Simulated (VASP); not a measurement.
Set up this calculation in VASP 6.6.1, as the native input.

```
Task                   : single point
Functional             : PBE
Potentials or basis    : VASP PAW PBE potentials, release 64 (Ga_d, As)
Cutoff                 : 520 eV
k mesh                 : 13 × 13 × 13
Occupations            : fermi-dirac, width 0.05 eV
Spin                   : no spin polarisation
Dipole correction      : no
Further INCAR settings : ALGO = Normal; EDIFF = 1e-06; NBANDS = 16
```

The structure of GaAs (zincblende type) lies in POSCAR:

```
GaAs
1.0
    0.0000000000      2.4756909131      2.4756909131
    2.4756909131      0.0000000000      2.4756909131
    2.4756909131      2.4756909131      0.0000000000
Ga As
1 1
Direct
    0.0000000000      0.0000000000      0.0000000000
    0.2500000000      0.2500000000      0.2500000000
```

This cell differs from its parent crystal: volume scaled by 0.64.

These files were run (other wordings do the same):

INCAR

```
SYSTEM = GaAs
PREC = Accurate
ENCUT = 520
EDIFF = 1E-6
ISMEAR = -1
SIGMA = 0.05
LREAL = .False.
LASPH = .True.
NELM = 60
ALGO = Normal
ISIF = 2
LWAVE = .False.
LCHARG = .False.
GGA = PE
NBANDS = 16
```

KPOINTS

```
regular mesh
0
Gamma
  13 13 13
  0 0 0
```

Potentials or basis: VASP PAW PBE potentials, release 64 (Ga_d, As).

The run is started by

```bash
$ cat potpaw_PBE.64/Ga_d/POTCAR potpaw_PBE.64/As/POTCAR > POTCAR
$ mpirun -np 1 vasp_std > vasp.out
```

Results of the run:

```
Pressure               : 75.4 GPa
Band gap on the k mesh : 0.40 eV, indirect (least direct gap 3.59 eV)
```

It took 26 s on 1 thread of Intel(R) Xeon(R) Platinum 8488C (Sapphire Rapids), on a shared host, peak memory 0.18 GiB.
